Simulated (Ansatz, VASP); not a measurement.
One calculation of Al2Cu, two programs

```xyz
3
Lattice="4.3252 0.0000 0.0000 0.0000 4.3252 0.0000 0.0000 0.0000 2.5957" Properties=species:S:1:pos:R:3 pbc="T T T"
Al    2.1626    0.0000    1.2978
Al    0.0000    2.1626    1.2978
Cu    0.0000    0.0000    0.0000
```

Alike in both runs: task single point; functional LDA; k mesh 10 × 10 × 14; occupations gaussian, width 0.15 eV; no spin polarisation.

|  | VASP | Ansatz |
| --- | --- | --- |
| version | VASP 6.6.1 | Ansatz 0.2.0 |
| potentials or method | VASP PAW LDA potentials, release 64 (Al, Cu), cutoff 520 eV | scalar-relativistic, plane waves, PAW |
| valence electrons in the cell | 17 | 25 |

|  | VASP | Ansatz | Ansatz less VASP |
| --- | --- | --- | --- |
| gap on the k mesh at the Fermi level (eV) | none | none | - |
| pressure (GPa) | -1.9 | -2.2 | -0.33 |
| traceless stress, the component that is largest in VASP (GPa) | 7.92 | 7.86 | -0.059 |

Ansatz warns that its potentials were made for another functional, while VASP's fit it. LDA's correlation is that of Perdew and Zunger in VASP and of Perdew and Wang (1992) in Ansatz. A gap of «none» marks a metal or a gap that the smearing closes. VASP's potentials hold 17 valence electrons a cell and Ansatz's 25, so a difference there can come from the potentials and not from the codes.
